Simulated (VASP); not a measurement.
Wanted: the native input for a VASP 6.6.1 run.

* Task: single point
* Functional: LDA
* Potentials or basis: VASP PAW LDA potentials, release 64 (Sn_d, O)
* Cutoff: 520 eV
* k mesh: 4 × 4 × 4
* Occupations: gaussian, width 0.01 eV
* Spin: no spin polarisation
* Dipole correction: no
* Further INCAR settings: ALGO = Normal; EDIFF = 1e-06; NBANDS = 20

The structure of SnO2 lies in POSCAR:

```
SnO2
1.0
    0.0000000000      2.5334669701      2.5334669701
    2.5334669701      0.0000000000      2.5334669701
    2.5334669701      2.5334669701      0.0000000000
Sn O
1 2
Direct
    0.0000000000      0.0000000000      0.0000000000
    0.2500000000      0.2500000000      0.2500000000
    0.7500000000      0.7500000000      0.7500000000
```

The input as run:

INCAR

```
SYSTEM = SnO2
PREC = Accurate
ENCUT = 520
EDIFF = 1E-6
ISMEAR = 0
SIGMA = 0.01
LREAL = .False.
LASPH = .True.
NELM = 100
ALGO = Normal
ISIF = 2
LWAVE = .False.
LCHARG = .False.
NBANDS = 20
```

KPOINTS

```
regular mesh
0
Gamma
  4 4 4
  0 0 0
```

Potentials or basis: VASP PAW LDA potentials, release 64 (Sn_d, O).

Run with:

```bash
$ cat potpaw_LDA.64/Sn_d/POTCAR potpaw_LDA.64/O/POTCAR > POTCAR
$ mpirun -np 1 vasp_std > vasp.out
```

It gave:

```yaml
Pressure: -3.0 GPa
Band_gap_on_the_k_mesh: 0.20 eV, indirect (least direct gap 1.64 eV)
```

Caveat: the k points lie up to 0.54 Å⁻¹ apart; spin-orbit coupling is left out, which moves the levels of the heavy elements.

Wall time 14 s on 1 thread of AMD EPYC 7R13, with other jobs on the host, peak memory 0.11 GiB.
